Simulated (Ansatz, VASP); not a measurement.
**Sr2AlO: VASP beside Ansatz**

```
Sr Al O
1.0
     3.70849    0.00000    0.00000
     0.00000    3.70849    0.00000
     0.00000    0.00000    6.30683
Sr Al O
2 1 1
Direct
  0.50000 0.50000 0.23269
  0.50000 0.50000 0.76731
  0.00000 0.00000 0.50000
  0.50000 0.50000 0.50000
```

Alike in both runs: task relaxation of cell and atoms; functional PBE; k mesh 5 × 5 × 3; occupations gaussian, width 0.2 eV; no spin polarisation.

|  | VASP | Ansatz |
| --- | --- | --- |
| version | VASP 6.6.1 | Ansatz 0.2.0 |
| potentials or method | VASP PAW PBE potentials, release 64 (Sr_sv, Al, O), cutoff 600 eV | scalar-relativistic, plane waves, PAW |
| valence electrons in the cell | 29 | 29 |

|  | VASP | Ansatz | Ansatz less VASP |
| --- | --- | --- | --- |
| gap on the k mesh at the Fermi level, each at its own relaxed structure (eV) | none | none | - |
| relaxed volume (Å³/atom) | 28.29 | 29.46 | +1.170 |
| relaxed cell length with the largest relative difference (Å) | 8.609 | 8.865 | +0.2560 |

A gap of «none» marks a metal or a gap that the smearing closes.

Noted on VASP's run: the volume moved by over 15 % at a fixed basis, so the end points are rough.
